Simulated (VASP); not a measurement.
# Si24H13O4 in VASP: single point with PBE+D3(BJ)

Aim: the single point of Si24H13O4 with PBE+D3(BJ).

Everything below comes from runs of VASP 6.6.1. Logs are shortened: lines on timing, memory, paths and dates and some standing lists are left out, and cuts for length are marked.

## 1. The cell of the first run

The cell holds a slab with vacuum, 41 atoms: a = 7.667 Å, b = 7.667 Å, c = 27.628 Å, α = 90.00°, β = 90.00°, γ = 90.00°.

## 2. Single point, PBE+D3(BJ)

INCAR reads:

```
PREC = Accurate
ENCUT = 520
EDIFF = 1E-7
ISMEAR = 0
SIGMA = 0.05
LREAL = Auto
LASPH = T
NELM = 80
ALGO = Normal
ISIF = 2
LWAVE = F
LCHARG = T
LDIPOL = T
IDIPOL = 3
DIPOL = 0.5 0.5 0.450
GGA = PE
IVDW = 12
LELF = T
LVHAR = T
LVACPOTAV = T
NBANDS = 92
```

KPOINTS reads:

```
regular mesh
0
Gamma
  2 2 1
```

POSCAR reads:

```
Si24H13O4
1.0
    7.6671877233      0.0000000000      0.0000000000
    0.0000000000      7.6671877233      0.0000000000
    0.0000000000      0.0000000000     27.6279408436
Si H O
24 13 4
Direct
    0.5000000000      0.2500000000      0.3196540936
    0.5000000000      0.7500000000      0.3196540936
    0.0000000000      0.2500000000      0.3196540936
    0.0000000000      0.7500000000      0.3196540936
    0.5000000000      0.5000000000      0.3687124044
    0.5000000000      0.0000000000      0.3687124044
    0.0000000000      0.5000000000      0.3687124044
    0.0000000000      0.0000000000      0.3687124044
    0.7500000000      0.5000000000      0.4177707151
    0.7500000000      0.0000000000      0.4177707151
    0.2500000000      0.5000000000      0.4177707151
    0.2500000000      0.0000000000      0.4177707151
    0.7417864662      0.7489347070      0.4650734673
    0.7574977285      0.2495397446      0.4644248193
    0.2456663751      0.7504452019      0.4676127527
    0.2538352163      0.2501167371      0.4686858439
   -0.0101314657      0.7522435789      0.5142041312
   -0.0042222702      0.2430356312      0.5172200800
    0.4985629511      0.7537511286      0.5164846588
    0.5142312061      0.2471751674      0.5150303958
    0.9073357665     -0.0072717129      0.5600943451
    0.9153082854      0.5046417887      0.5577737117
    0.5921771399      0.0004078078      0.5597081631
    0.5854075375      0.5058905010      0.5587594707
    0.4108024504      0.2480354421      0.2717759248
    0.3113981744      0.7494612007      0.3056706269
    0.9090015535      0.2511674319      0.2720255246
    0.8106687061      0.7508496949      0.3064098322
    0.6889244682      0.2505051483      0.3061493524
    0.5906263648      0.7512952559      0.2719598289
    0.1884716758      0.2495544451      0.3057047748
    0.0883093146      0.7482099563      0.2716466204
    0.0043372306      0.0903502761      0.6324547129
   -0.0112733548      0.5919155419      0.6331665116
    0.5240843822      0.9292724815      0.6373402808
    0.4925973486      0.3667872362      0.6252102958
    0.7445524790      0.6639470084      0.5721354253
    0.9840534275     -0.0218623809      0.6170698075
    0.9877321579      0.4839128238      0.6146856005
    0.5134300260      0.0298314628      0.6161491580
    0.5183251040      0.4869127589      0.6161573351
```

Potentials or basis: VASP PAW PBE potentials, release 64 (Si, H, O).

Command:

```sh
> cat potpaw_PBE.64/Si/POTCAR potpaw_PBE.64/H/POTCAR potpaw_PBE.64/O/POTCAR > POTCAR
> mpirun -np 1 vasp_std > vasp.out
```

OUTCAR:

```text
PREC = Accurate
   ENCUT = 520
   EDIFF = 1E-7
   ISMEAR = 0
   LREAL = Auto
   LASPH = T
   NELM = 80
   ISIF = 2
   GGA = PE
   IVDW = 12
 IVDW          = 12

 ion  position               nearest neighbor table
   1  0.500  0.250  0.320-  25 1.49  29 1.50   5 2.35   6 2.35
   2  0.500  0.750  0.320-  30 1.49  26 1.50   5 2.35   6 2.35
   3  0.000  0.250  0.320-  27 1.49  31 1.50   7 2.35   8 2.35
   4  0.000  0.750  0.320-  32 1.49  28 1.50   7 2.35   8 2.35
   5  0.500  0.500  0.369-   9 2.35  11 2.35   1 2.35   2 2.35
   6  0.500  0.000  0.369-  10 2.35  12 2.35   1 2.35   2 2.35
[... 13 lines left out ...]
  20  0.514  0.247  0.515-  14 2.33  23 2.34  16 2.37  24 2.39
  21  0.907  0.993  0.560-  38 1.68  17 2.33  18 2.36  23 2.42
  22  0.915  0.505  0.558-  39 1.68  37 1.83  17 2.32  18 2.38  24 2.53
  23  0.592  0.000  0.560-  40 1.69  20 2.34  19 2.35  21 2.42
  24  0.585  0.506  0.559-  41 1.67  37 1.76  19 2.33  20 2.39  22 2.53
  25  0.411  0.248  0.272-   1 1.49
  26  0.311  0.749  0.306-   2 1.50
  27  0.909  0.251  0.272-   3 1.49
  28  0.811  0.751  0.306-   4 1.50
  29  0.689  0.251  0.306-   1 1.50
  30  0.591  0.751  0.272-   2 1.49
  31  0.188  0.250  0.306-   3 1.50
  32  0.088  0.748  0.272-   4 1.49
  33  0.004  0.090  0.632-  38 0.97
  34  0.989  0.592  0.633-  39 0.97
  35  0.524  0.929  0.637-  40 0.97
  36  0.493  0.367  0.625-  41 0.97
  37  0.745  0.664  0.572-  24 1.76  22 1.83
  38  0.984  0.978  0.617-  33 0.97  21 1.68
  39  0.988  0.484  0.615-  34 0.97  22 1.68
  40  0.513  0.030  0.616-  35 0.97  23 1.69
  41  0.518  0.487  0.616-  36 0.97  24 1.67

  LATTYP: Found a simple tetragonal cell.
 ALAT       =     7.6671877233
 C/A-ratio  =     3.6033995567

  Lattice vectors:

 A1 = (   7.6671877233,   0.0000000000,   0.0000000000)
 A2 = (   0.0000000000,   7.6671877233,   0.0000000000)
 A3 = (   0.0000000000,   0.0000000000,  27.6279408436)

Analysis of symmetry for initial positions (statically):
=====================================================================
 Subroutine PRICEL returns:
 Original cell was already a primitive cell.

 Routine SETGRP: Setting up the symmetry group for a
 simple tetragonal supercell.

 Subroutine GETGRP returns: Found  1 space group operations
 (whereof  1 operations were pure point group operations)
 out of a pool of 16 trial point group operations.

The static configuration has the point symmetry C_1 .

Analysis of symmetry for dynamics (positions and initial velocities):
=====================================================================
 Subroutine PRICEL returns:
[... 178 lines left out ...]
   NUPDOWN=      -1.0000    fix difference up-down
   EMIN   =  10.00;   EMAX   =-10.00  energy-range for DOS
   EFERMI =   0.00;   METHOD = LEGACY
   ISMEAR =     0;   SIGMA  =   0.05  broadening in eV -4-tet -1-fermi 0-gaus
   EFERMI_NEDOS =   21; number of points for ismear=-14 and -15
   IALGO  =     38    algorithm
   IMIX   =      4    mixing-type and parameters
     AMIX     =   0.40;   BMIX     =  1.00
     AMIX_MAG =   1.60;   BMIX_MAG =  1.00
  volume/ion in A,a.u.               =      39.61       267.32
  Fermi-wavevector in a.u.,A,eV,Ry     =   0.710916  1.343437  6.876412  0.505402
  Thomas-Fermi vector in A             =   1.797890
   LORBIT       =      0    0 simple, 1 ext, 2 COOP (PROOUT), +10 PAW based schemes
   GGA     = PE    functional components
   LHFCALC =     F    Hartree Fock is set to
   AEXX    =    0.0000 exact exchange contribution
   IVDW    =    12    specifies the selected vdW correction
   LEPSILON=     F    determine dielectric tensor
   LRPA    =     F    only Hartree local field effects (RPA)
 non-spin polarized calculation
 Gauss-broadening in eV      SIGMA  =   0.05
  energy-cutoff  :      520.00
  volume of cell :     1624.13
 maximum number of plane-waves:     43804
 NGX is ok and might be reduce to    60
   NGX = 29   NGY = 29   NGZ =103

 dipolmoment           0.000000      0.000000      0.000178 electrons x Angstroem

 number of electron     132.9999995 magnetization

 dipolmoment           0.000000      0.000000     -0.078201 electrons x Angstroem

 Free energy of the ion-electron system (eV)
  ---------------------------------------------------
  ext. energy  EPLUGINS =         0.00000000
  ---------------------------------------------------
  free energy    TOTEN  =      -201.43307460 eV

  energy without entropy =     -201.43307460  energy(sigma->0) =     -201.43307460

 E-fermi :  -0.8758     XC(G=0):  -3.7936

 val. band max:       -1.1717465279   @ k =   0.5000   0.0000   0.0000
 cond. band min:      -0.5340812417   @ k =   0.0000   0.5000   0.0000
 fundamental gap:      0.6376652862
 Fermi energy:        -0.8757690695

 k-point     1 :       0.0000    0.0000    0.0000
  band No.  band energies     occupation
      1     -21.9437      2.00000
      2     -21.8952      2.00000
      3     -21.8104      2.00000
      4     -21.7865      2.00000
      5     -12.9598      2.00000
      6     -12.1825      2.00000
[... 313 lines left out ...]
     77       1.9240      0.00000
     78       1.9687      0.00000
 [bands above 78 left out]

------------------------ aborting loop because EDIFF is reached ----------------------------------------

 Edisp (eV)   -6.64237

 E8    (eV) :    -2.7047

  FORCE on cell =-STRESS in cart. coord.  units (eV):
  Direction    XX          YY          ZZ          XY          YZ          ZX
  --------------------------------------------------------------------------------------
  -------------------------------------------------------------------------------------
  Total       4.43896     4.10830    -2.04930     0.05096     0.09319     0.01850
  in kB       4.37896     4.05277    -2.02160     0.05027     0.09193     0.01825
  external pressure =        2.14 kB  Pullay stress =        0.00 kB

 VOLUME and BASIS-vectors are now :
 -----------------------------------------------------------------------------
  energy-cutoff  :      520.00
  volume of cell :     1624.13
      direct lattice vectors                 reciprocal lattice vectors
     7.667187723  0.000000000  0.000000000     0.130425918  0.000000000  0.000000000
     0.000000000  7.667187723  0.000000000     0.000000000  0.130425918  0.000000000
     0.000000000  0.000000000 27.627940844     0.000000000  0.000000000  0.036195242

 POSITION                                       TOTAL-FORCE (eV/Angst)
 -----------------------------------------------------------------------------------
      3.83359      1.91680      8.83138         0.697244     -0.025863      0.255324
      3.83359      5.75039      8.83138        -0.792646      0.013084      0.248126
      0.00000      1.91680      8.83138         0.763511      0.009509      0.264659
      0.00000      5.75039      8.83138        -0.689196     -0.019521      0.249746
      3.83359      3.83359     10.18676         0.049456     -0.038429     -0.180695
      3.83359      0.00000     10.18676         0.053269      0.012162     -0.176670
[... 33 lines left out ...]
      3.93656      0.22872     17.02293        -0.000604      0.043433     -0.032098
      3.97410      3.73325     17.02316         0.003215      0.019791      0.002047
 -----------------------------------------------------------------------------------
    total drift:                                0.005334      0.007272      0.042251

  FREE ENERGIE OF THE ION-ELECTRON SYSTEM (eV)
  ---------------------------------------------------
  free  energy   TOTEN  =      -208.0754473868 eV

  energy  without entropy=     -208.0754473868  energy(sigma->0) =     -208.07544739

 vacuum level on the upper side and lower side of the slab         3.186         3.427
```

OSZICAR:

```text
N       E                     dE             d eps       ncg     rms          rms(c)
DAV:   1     0.824694200266E+03    0.82469E+03   -0.44531E+04   744   0.106E+03
DAV:   2    -0.663776353644E+02   -0.89107E+03   -0.85527E+03  1032   0.213E+02
DAV:   3    -0.206492577575E+03   -0.14011E+03   -0.13857E+03   912   0.856E+01
DAV:   4    -0.212846510374E+03   -0.63539E+01   -0.63270E+01   984   0.209E+01
[... 26 lines left out ...]
DAV:  31    -0.201433072778E+03   -0.16160E-05   -0.21442E-08   648   0.901E-04    0.190E-04
DAV:  32    -0.201433073738E+03   -0.95926E-06   -0.82844E-08   672   0.100E-03    0.616E-04
DAV:  33    -0.201433074385E+03   -0.64723E-06   -0.89323E-09   600   0.667E-04    0.359E-04
DAV:  34    -0.201433074559E+03   -0.17458E-06   -0.11964E-08   592   0.467E-04    0.150E-04
DAV:  35    -0.201433074604E+03   -0.44869E-07    0.19437E-09   544   0.287E-04
   1 F= -.20807545E+03 E0= -.20807545E+03  d E =-.427256E-17
```

Run time: 49 min. Hardware: 1 thread of Intel Xeon Platinum 8488C (Sapphire Rapids), shared host; peak memory 1.6 GiB.

Results:

```
Free energy                : -208.0754 eV
Largest force              : 0.831 eV/Å
Band gap on the k mesh     : zero (an odd number of electrons rules out a gap without spin polarisation)
Dispersion energy per atom : -0.162 eV
```

Forces in eV/Å, atoms in the order of the input:
```
Si   0.697 -0.026  0.255
Si  -0.793  0.013  0.248
Si   0.764  0.010  0.265
Si  -0.689 -0.020  0.250
Si   0.049 -0.038 -0.181
Si   0.053  0.012 -0.177
Si  -0.058  0.053 -0.169
Si  -0.059 -0.065 -0.176
Si   0.008 -0.015 -0.421
Si  -0.018  0.011 -0.414
Si  -0.010 -0.099  0.271
Si   0.024  0.152  0.215
Si   0.005  0.007 -0.001
Si   0.000  0.002 -0.003
Si   0.000  0.002  0.003
Si   0.006 -0.001 -0.001
Si   0.002 -0.001 -0.002
Si  -0.009  0.003 -0.003
Si   0.001  0.004 -0.009
Si   0.006  0.000 -0.001
Si  -0.018 -0.006 -0.047
Si  -0.021 -0.016 -0.043
Si   0.005  0.016 -0.046
Si   0.020  0.021 -0.050
H    0.000  0.015  0.006
H    0.010  0.001  0.002
H    0.008 -0.010  0.018
H    0.032 -0.003  0.008
H   -0.019 -0.002  0.005
H   -0.009 -0.015  0.017
H   -0.001  0.002  0.000
H   -0.001  0.012  0.007
H    0.028  0.051  0.053
H    0.010  0.063  0.077
H   -0.004 -0.049  0.076
H   -0.017 -0.051  0.041
H    0.007 -0.009  0.004
O   -0.011 -0.027 -0.015
O   -0.004 -0.060 -0.031
O   -0.001  0.043 -0.032
O    0.003  0.020  0.002
```

Caveat: the k points lie up to 0.41 Å⁻¹ apart, too coarse for converged energies and pressures of a metal; an odd number of electrons without spin polarisation forces a metal; a magnetic or distorted state may lie lower.

The gap in the log of VASP goes by the Fermi energy; the results here count the filled bands.